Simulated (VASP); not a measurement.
# Ni (Im-3m) in VASP: further runs

Runs on Ni. Level: PBEsol. Tasks: single point, relaxation of cell and atoms.

Everything below comes from runs of VASP 6.6.1. Logs are shortened: lines on timing, memory, paths and dates and some standing lists are left out, and cuts for length are marked.

## Step 1: The cell of the first run

Symmetry: Im-3m, No. 229, cubic system. The conventional cell has a = 2.659 Å, b = 2.659 Å, c = 2.659 Å, α = 90.00°, β = 90.00°, γ = 90.00°. Ni (site symmetry m-3m) has 14 Ni at 2.30 to 2.66 Å within 3.0 Å.

## Step 2: Single point, PBEsol, collinear spin, ferromagnetic start

Input file INCAR:

```
PREC = Accurate ; ENCUT = 520
EDIFF = 1E-6 ; ISMEAR = -1
SIGMA = 0.05 ; LREAL = F
LASPH = T ; NELM = 150
ALGO = Normal ; ISIF = 2
LWAVE = F ; LCHARG = F
ISPIN = 2 ; MAGMOM = 1
LORBIT = 11 ; LMAXMIX = 4
GGA = PS ; NBANDS = 15
```

Input file KPOINTS:

```
regular mesh
0
Gamma
  20 20 20
```

Input file POSCAR:

```
Ni
1.0
   -1.3296523955      1.3296523955      1.3296523955
    1.3296523955     -1.3296523955      1.3296523955
    1.3296523955      1.3296523955     -1.3296523955
Ni
1
Direct
    0.0000000000      0.0000000000      0.0000000000
```

Potentials or basis: VASP PAW PBE potentials, release 64 (Ni).

Run with:

```sh
cat potpaw_PBE.64/Ni/POTCAR > POTCAR
mpirun -np 1 vasp_std > vasp.out
```

OUTCAR:

```text
PREC = Accurate
   ENCUT = 520
   EDIFF = 1E-6
   ISMEAR = -1
   LREAL = F
   LASPH = T
   NELM = 150
   ISIF = 2
   ISPIN = 2
   LORBIT = 11
   GGA = PS

 ion  position               nearest neighbor table
   1  0.000  0.000  0.000-

  LATTYP: Found a body centered cubic cell.
 ALAT       =     2.6593047910

  Lattice vectors:

 A1 = (  -1.3296523955,   1.3296523955,   1.3296523955)
 A2 = (   1.3296523955,  -1.3296523955,   1.3296523955)
 A3 = (   1.3296523955,   1.3296523955,  -1.3296523955)

Analysis of symmetry for initial positions (statically):
=====================================================================
 Subroutine PRICEL returns:
 Original cell was already a primitive cell.

 Routine SETGRP: Setting up the symmetry group for a
 body centered cubic supercell.

 Subroutine GETGRP returns: Found 48 space group operations
 (whereof 48 operations were pure point group operations)
 out of a pool of 48 trial point group operations.

The static configuration has the point symmetry O_h .

Analysis of symmetry for dynamics (positions and initial velocities):
=====================================================================
 Subroutine PRICEL returns:
 Original cell was already a primitive cell.

 Routine SETGRP: Setting up the symmetry group for a
 body centered cubic supercell.

 Subroutine GETGRP returns: Found 48 space group operations
 (whereof 48 operations were pure point group operations)
 out of a pool of 48 trial point group operations.

The dynamic configuration has the point symmetry O_h .

Analysis of structural, dynamic, and magnetic symmetry:
=====================================================================
 Subroutine PRICEL returns:
 Original cell was already a primitive cell.

 Routine SETGRP: Setting up the symmetry group for a
 body centered cubic supercell.

 Subroutine GETGRP returns: Found 48 space group operations
 (whereof 48 operations were pure point group operations)
 out of a pool of 48 trial point group operations.

The overall configuration has the point symmetry O_h .

 Subroutine INISYM returns: Found 48 space group operations
 (whereof 48 operations are pure point group operations),
 and found     1 'primitive' translations

----------------------------------------------------------------------------------------

                                     Primitive cell

  volume of cell :       9.4032

  direct lattice vectors                    reciprocal lattice vectors
    -1.329652395  1.329652395  1.329652395     0.000000000  0.376038130  0.376038130
     1.329652395 -1.329652395  1.329652395     0.376038130  0.000000000  0.376038130
     1.329652395  1.329652395 -1.329652395     0.376038130  0.376038130  0.000000000

  length of vectors
     2.303025505  2.303025505  2.303025505     0.531798223  0.531798223  0.531798223

  position of ions in fractional coordinates (direct lattice)
     0.000000000  0.000000000  0.000000000

  ion indices of the primitive-cell ions
   primitive index   ion index
                 1           1

----------------------------------------------------------------------------------------

 KPOINTS: regular mesh

Automatic generation of k-mesh.
 Grid dimensions read from file:
 generate k-points for:   20   20   20

 Generating k-lattice:

  Cartesian coordinates                     Fractional coordinates (reciprocal lattice)
     0.000000000  0.018801906  0.018801906     0.050000000  0.000000000  0.000000000
     0.018801906  0.000000000  0.018801906     0.000000000  0.050000000  0.000000000
     0.018801906  0.018801906  0.000000000     0.000000000  0.000000000  0.050000000

  Length of vectors
     0.026589911  0.026589911  0.026589911

  Shift w.r.t. Gamma in fractional coordinates (k-lattice)
     0.000000000  0.000000000  0.000000000

 Subroutine IBZKPT returns following result:
 ===========================================

 Found    256 irreducible k-points:

 Following reciprocal coordinates:
            Coordinates               Weight
  0.000000  0.000000  0.000000      1.000000
  0.050000  0.000000  0.000000     12.000000
  0.100000  0.000000  0.000000     12.000000
  0.150000  0.000000  0.000000     12.000000
  0.200000  0.000000  0.000000     12.000000
  0.250000  0.000000  0.000000     12.000000
[... 16 lines left out ...]
  0.200000  0.100000 -0.000000     48.000000
  0.250000  0.100000  0.000000     48.000000
 [... further k-points ...]
   k-points           NKPTS =    256   k-points in BZ     NKDIM =    256   number of bands    NBANDS=     15
   number of dos      NEDOS =    301   number of ions     NIONS =      1
   total plane-waves  NPLWV =   5832
   dimension x,y,z NGX =    18 NGY =   18 NGZ =   18
   dimension x,y,z NGXF=    36 NGYF=   36 NGZF=   36
   ions per type =               1
   NGX,Y,Z   is equivalent  to a cutoff of  12.99, 12.99, 12.99 a.u.
   NGXF,Y,Z  is equivalent  to a cutoff of  25.99, 25.99, 25.99 a.u.
 SYSTEM =  unknown system
   PREC   = accura    normal or accurate (medium, high low for compatibility)
   ISTART =      0    job   : 0-new  1-cont  2-samecut
   ICHARG =      2    charge: 1-file 2-atom 10-const
   ISPIN  =      2    spin polarized calculation?
   LNONCOLLINEAR =      F non collinear calculations
   LSORBIT =      F    spin-orbit coupling
   LASPH  =      T    aspherical Exc in radial PAW
   ENCUT  =  520.0 eV  38.22 Ry    6.18 a.u.   4.28  4.28  4.28*2*pi/ulx,y,z
   NELM   =    150;   NELMIN=  2; NELMDL= -5     # of ELM steps
   EDIFF  = 0.1E-05   stopping-criterion for ELM
   LREAL  =      F    real-space projection
   EDIFFG = 0.1E-04   stopping-criterion for IOM
   NSW    =      0    number of steps for IOM
   IBRION =     -1    ionic relax: 0-MD 1-quasi-New 2-CG
   NFREE  =      0    steps in history (QN), initial steepest desc. (CG)
   ISIF   =      2    stress and relaxation
   ISYM   =      2    0-nonsym 1-usesym 2-fastsym
   POTIM  = 0.5000    time-step for ionic-motion
   TEBEG  =    0.0;   TEEND  =   0.0 temperature during run
   PSTRESS=    0.0 pullay stress
   NELECT =      10.0000    total number of electrons
   NUPDOWN=      -1.0000    fix difference up-down
   EMIN   =  10.00;   EMAX   =-10.00  energy-range for DOS
   EFERMI =   0.00;   METHOD = LEGACY
   ISMEAR =    -1;   SIGMA  =   0.05  broadening in eV -4-tet -1-fermi 0-gaus
   EFERMI_NEDOS =   21; number of points for ismear=-14 and -15
   IALGO  =     38    algorithm
   IMIX   =      4    mixing-type and parameters
     AMIX     =   0.40;   BMIX     =  1.00
     AMIX_MAG =   1.60;   BMIX_MAG =  1.00
  volume/ion in A,a.u.               =       9.40        63.46
  Fermi-wavevector in a.u.,A,eV,Ry     =   1.671027  3.157783 37.991958  2.792330
  Thomas-Fermi vector in A             =   2.756421
   LORBIT       =     11    0 simple, 1 ext, 2 COOP (PROOUT), +10 PAW based schemes
   GGA     = PS    functional components
   LHFCALC =     F    Hartree Fock is set to
   AEXX    =    0.0000 exact exchange contribution
   IVDW    =     0    specifies the selected vdW correction
   LEPSILON=     F    determine dielectric tensor
   LRPA    =     F    only Hartree local field effects (RPA)
 spin polarized calculation
  energy-cutoff  :      520.00
  volume of cell :        9.40
 maximum number of plane-waves:       259
 NGX is ok and might be reduce to    18
   NGX =  9   NGY =  9   NGZ =  9

 number of electron      10.0000000 magnetization       1.0000000

 number of electron       9.9999988 magnetization       0.0124850

 number of electron       9.9999988 magnetization      -0.0025502

 Free energy of the ion-electron system (eV)
  ---------------------------------------------------
  ext. energy  EPLUGINS =         0.00000000
  ---------------------------------------------------
  free energy    TOTEN  =        -5.95470135 eV

  energy without entropy =       -5.94230657  energy(sigma->0) =       -5.94850396

 E-fermi :  11.2100     XC(G=0): -14.3214

 val. band max:       11.2030833866   @ k =  -0.4000  -0.4500   0.1500
 cond. band min:      11.2155541740   @ k =  -0.2000   0.3500   0.0500
 fundamental gap:      0.0124707874
 Fermi energy:        11.2099562509

 spin component 1

 k-point     1 :       0.0000    0.0000    0.0000
  band No.  band energies     occupation
      1       1.2926      1.00000
      2       8.8782      1.00000
      3       8.8782      1.00000
      4       8.8782      1.00000
      5      10.5384      1.00000
      6      10.5384      1.00000
      7      39.1950      0.00000
      8      39.1950      0.00000
      9      39.1950      0.00000
     10      45.1848      0.00000
     11      45.1848      0.00000
     12      47.7672      0.00000
     13      47.7672      0.00000
     14      47.7672      0.00000
[... 401 lines left out ...]
      2       8.0976      1.00000
      3       8.5215      1.00000
      4      10.2413      1.00000
      5      10.7103      0.99995
      6      11.0001      0.98517
      7      26.2027      0.00000
      8      31.3328      0.00000
      9      35.2273      0.00000
     10      39.2692      0.00000
     11      44.2787      0.00000
     12      45.8881      0.00000
     13      52.4150      0.00000
     14      54.9069      0.00000
     15      57.4971      0.00000

 [... further k-points ...]

 spin component 2

 k-point     1 :       0.0000    0.0000    0.0000
  band No.  band energies     occupation
      1       1.2925      1.00000
      2       8.8752      1.00000
      3       8.8752      1.00000
      4       8.8752      1.00000
      5      10.5362      1.00000
      6      10.5362      1.00000
      7      39.1952      0.00000
      8      39.1952      0.00000
      9      39.1952      0.00000
     10      45.1850      0.00000
     11      45.1850      0.00000
     12      47.7663      0.00000
     13      47.7663      0.00000
     14      47.7663      0.00000
[... 401 lines left out ...]
      2       8.0948      1.00000
      3       8.5193      1.00000
      4      10.2388      1.00000
      5      10.7078      0.99996
      6      10.9972      0.98601
      7      26.2019      0.00000
      8      31.3324      0.00000
      9      35.2268      0.00000
     10      39.2689      0.00000
     11      44.2783      0.00000
     12      45.8877      0.00000
     13      52.4147      0.00000
     14      54.9063      0.00000
     15      57.4915      0.00000

 [... further k-points ...]

------------------------ aborting loop because EDIFF is reached ----------------------------------------

  FORCE on cell =-STRESS in cart. coord.  units (eV):
  Direction    XX          YY          ZZ          XY          YZ          ZX
  --------------------------------------------------------------------------------------
  -------------------------------------------------------------------------------------
  Total        1.6821821      1.6821821      1.6821821      0.0000000     -0.0000000      0.0000000
  in kB      286.6218078    286.6218078    286.6218078      0.0000000     -0.0000000      0.0000000
  external PRESSURE =     286.6218078 kB  Pullay stress =       0.0000000 kB

 VOLUME and BASIS-vectors are now :
 -----------------------------------------------------------------------------
  energy-cutoff  :      520.00
  volume of cell :        9.40
      direct lattice vectors                 reciprocal lattice vectors
    -1.329652395  1.329652395  1.329652395     0.000000000  0.376038130  0.376038130
     1.329652395 -1.329652395  1.329652395     0.376038130  0.000000000  0.376038130
     1.329652395  1.329652395 -1.329652395     0.376038130  0.376038130  0.000000000

 POSITION                                       TOTAL-FORCE (eV/Angst)
 -----------------------------------------------------------------------------------
      0.00000      0.00000      0.00000         0.000000      0.000000      0.000000
 -----------------------------------------------------------------------------------
    total drift:                                0.000000      0.000000      0.000000

  FREE ENERGIE OF THE ION-ELECTRON SYSTEM (eV)
  ---------------------------------------------------
  free  energy   TOTEN  =        -5.9547013466 eV

  energy  without entropy=       -5.9423065660  energy(sigma->0) =       -5.94850396

 total charge

# of ion       s       p       d       tot
------------------------------------------
    1        0.561   0.638   8.420   9.619

 magnetization (x)

# of ion       s       p       d       tot
------------------------------------------
    1        0.000   0.000  -0.002  -0.002
```

Wall time 2.5 min (1 thread of Intel Xeon Platinum 8488C (Sapphire Rapids), shared host); peak memory 0.17 GiB.

What came out:

| Item | Value |
| --- | --- |
| Free energy | -5.9547 eV |
| Pressure | 28.7 GPa |
| Band gap on the k mesh | zero (filled and empty bands overlap) |
| Net moment | 0.00 μB per cell |
| Valence electrons inside the program's atomic spheres | Ni 9.62 |

Caveat: the PAW data sets were made with another functional, which shifts forces and pressure a little.

## Step 3: Single point, PBEsol, collinear spin, ferromagnetic start

Input file INCAR:

```
SYSTEM = Ni
PREC = Accurate
ENCUT = 520
EDIFF = 1E-6
ISMEAR = -1
SIGMA = 0.05
LREAL = .FALSE.
LASPH = .TRUE.
NELM = 150
ALGO = Normal
ISIF = 2
LWAVE = .FALSE.
LCHARG = .TRUE.
ISPIN = 2
MAGMOM = 1
LORBIT = 11
LMAXMIX = 4
GGA = PS
LELF = .TRUE.
LVHAR = .TRUE.
NBANDS = 15
```

Input file KPOINTS:

```
regular mesh
0
G
  20 20 20
  0 0 0
```

POSCAR is that of step 2.

Potentials or basis: VASP PAW PBE potentials, release 64 (Ni).

Run with:

```sh
cat potpaw_PBE.64/Ni/POTCAR > POTCAR
mpirun -np 1 vasp_std > vasp.out
```

OUTCAR:

```text
SYSTEM = Ni
   PREC = Accurate
   ENCUT = 520
   EDIFF = 1E-6
   ISMEAR = -1
   LREAL = .FALSE.
   LASPH = .TRUE.
   NELM = 150
   ISIF = 2
   ISPIN = 2
   LORBIT = 11
   GGA = PS

 ion  position               nearest neighbor table
   1  0.000  0.000  0.000-

  LATTYP: Found a body centered cubic cell.
 ALAT       =     2.6593047910

  Lattice vectors:

 A1 = (  -1.3296523955,   1.3296523955,   1.3296523955)
 A2 = (   1.3296523955,  -1.3296523955,   1.3296523955)
 A3 = (   1.3296523955,   1.3296523955,  -1.3296523955)

Analysis of symmetry for initial positions (statically):
=====================================================================
 Subroutine PRICEL returns:
 Original cell was already a primitive cell.

 Routine SETGRP: Setting up the symmetry group for a
 body centered cubic supercell.

 Subroutine GETGRP returns: Found 48 space group operations
 (whereof 48 operations were pure point group operations)
 out of a pool of 48 trial point group operations.

The static configuration has the point symmetry O_h .

Analysis of symmetry for dynamics (positions and initial velocities):
=====================================================================
[... 627 lines left out ...]
      7      39.1952      0.00000
      8      39.1952      0.00000
      9      39.1952      0.00000
     10      45.1850      0.00000
     11      45.1850      0.00000
     12      47.7663      0.00000
     13      47.7663      0.00000
     14      47.7663      0.00000
[... 403 lines left out ...]
      4      10.2388      1.00000
      5      10.7078      0.99996
      6      10.9972      0.98601
      7      26.2019      0.00000
      8      31.3324      0.00000
      9      35.2268      0.00000
     10      39.2689      0.00000
     11      44.2783      0.00000
     12      45.8877      0.00000
     13      52.4147      0.00000
     14      54.9063      0.00000
     15      57.4915      0.00000

 [... further k-points ...]
[... 5 lines left out ...]
  --------------------------------------------------------------------------------------
  -------------------------------------------------------------------------------------
  Total        1.6821821      1.6821821      1.6821821      0.0000000     -0.0000000      0.0000000
  in kB      286.6218078    286.6218078    286.6218078      0.0000000     -0.0000000      0.0000000
  external PRESSURE =     286.6218078 kB  Pullay stress =       0.0000000 kB

 VOLUME and BASIS-vectors are now :
 -----------------------------------------------------------------------------
  energy-cutoff  :      520.00
  volume of cell :        9.40
      direct lattice vectors                 reciprocal lattice vectors
    -1.329652395  1.329652395  1.329652395     0.000000000  0.376038130  0.376038130
     1.329652395 -1.329652395  1.329652395     0.376038130  0.000000000  0.376038130
     1.329652395  1.329652395 -1.329652395     0.376038130  0.376038130  0.000000000

 POSITION                                       TOTAL-FORCE (eV/Angst)
 -----------------------------------------------------------------------------------
      0.00000      0.00000      0.00000         0.000000      0.000000      0.000000
 -----------------------------------------------------------------------------------
    total drift:                                0.000000      0.000000      0.000000

  FREE ENERGIE OF THE ION-ELECTRON SYSTEM (eV)
  ---------------------------------------------------
  free  energy   TOTEN  =        -5.9547013466 eV

  energy  without entropy=       -5.9423065660  energy(sigma->0) =       -5.94850396

 total charge

# of ion       s       p       d       tot
------------------------------------------
    1        0.561   0.638   8.420   9.619

 magnetization (x)

# of ion       s       p       d       tot
------------------------------------------
    1        0.000   0.000  -0.002  -0.002
```

Run time: 2.4 min. Hardware: 1 thread of Intel Xeon Platinum 8488C (Sapphire Rapids), shared host; peak memory 0.17 GiB.

Results:

```
Free energy                                           : -5.9547 eV
Pressure                                              : 28.7 GPa
Band gap on the k mesh                                : zero (filled and empty bands overlap)
Net moment                                            : 0.00 μB per cell
Valence electrons inside the program's atomic spheres : Ni 9.62
```

Caveat: the PAW data sets were made with another functional, which shifts forces and pressure a little.

## Step 4: Relaxation of cell and atoms, PBEsol, collinear spin, ferromagnetic start, target pressure 29 GPa, at which the enthalpy is minimised

Input file INCAR:

```
SYSTEM = Ni
PREC = Accurate
ENCUT = 600
EDIFF = 1E-6
ISMEAR = -1
SIGMA = 0.05
LREAL = .False.
LASPH = .True.
NELM = 150
ALGO = Normal
ISIF = 3
LWAVE = .False.
LCHARG = .False.
ISPIN = 2
MAGMOM = 1
LORBIT = 11
LMAXMIX = 4
GGA = PS
IBRION = 2
NSW = 32
EDIFFG = -0.005
PSTRESS = 290.0
```

Input file KPOINTS:

```
regular mesh
0
Gamma
  20 20 20
  0 0 0
```

POSCAR is that of step 3.

Run with:

```sh
cat potpaw_PBE.64/Ni/POTCAR > POTCAR
mpirun -np 1 vasp_std > vasp.out
```

Run time: 61 s. Hardware: 1 thread of Intel Xeon 6975P-C (Granite Rapids), shared host; peak memory 0.17 GiB.

The run converged. Its results:

```yaml
Free_energy: -5.9524 eV
Relaxed_volume: 9.39 Å³/atom
Relaxed_cell: a = 2.302 Å, b = 2.302 Å, c = 2.302 Å, α = 109.47°, β = 109.47°, γ = 109.47°
Space_group_after_relaxing_to_0.05_Å: Im-3m (No. 229)
Energy_change_on_relaxing_the_enthalpy_is_what_falls: +2.2 meV/atom
Ionic_steps: 4
Pressure_after_relaxing: 29.0 GPa
Band_gap_on_the_k_mesh: zero (filled and empty bands overlap)
Net_moment: 0.00 μB per cell
Valence_electrons_inside_the_program's_atomic_spheres: Ni 9.62
```

Step by step:
```csv
step,energy change (eV),largest force (eV/Å),pressure (GPa),volume (Å³)
1,0.0000,0.0000,28.68,9.40
2,0.0046,0.0000,29.47,9.38
3,0.0030,0.0000,29.11,9.39
4,0.0022,0.0000,28.95,9.39
```

Final structure:
```cif
data_structure
_symmetry_space_group_name_H-M 'P 1'
_symmetry_Int_Tables_number 1
_cell_length_a 2.3020
_cell_length_b 2.3020
_cell_length_c 2.3020
_cell_angle_alpha 109.471
_cell_angle_beta 109.471
_cell_angle_gamma 109.471
_cell_volume 9.39
loop_
_atom_site_label
_atom_site_type_symbol
_atom_site_fract_x
_atom_site_fract_y
_atom_site_fract_z
_atom_site_occupancy
Ni1 Ni 0.00000 0.00000 0.00000 1
```

Levels at points of the mesh, in eV from the Fermi level:
Spin up:
| k point | band 3 | band 4 | band 5 | band 6 | band 7 | band 8 |
| --- | --- | --- | --- | --- | --- | --- |
| (0.00, 0.00, 0.00) | -2.34 | -2.34 | -0.67 | -0.67 | 28.00 | 28.00 |
| (0.50, 0.00, 0.00) | -0.73 | -0.46 | 0.10 | 0.52 | 7.90 | 20.46 |
| (0.50, 0.50, 0.50) | 0.23 | 0.23 | 0.23 | 10.77 | 10.77 | 10.77 |
Spin down:
```tsv
k point	band 1	band 2	band 3	band 4	band 5	band 6	band 7	band 8	band 9	band 10
(0.00, 0.00, 0.00)	-9.93	-2.34	-2.34	-2.34	-0.67	-0.67	28.00	28.00	28.00	34.00
(0.50, 0.00, 0.00)	-5.29	-3.52	-0.73	-0.46	0.10	0.52	7.90	20.46	22.39	26.18
(0.50, 0.50, 0.50)	-4.91	-4.91	0.23	0.23	0.23	10.77	10.77	10.77	17.32	17.32
```

Caveat: the cell is relaxed towards a set pressure, so the enthalpy falls and the energy may rise; the PAW data sets were made with another functional, which shifts forces and pressure a little.
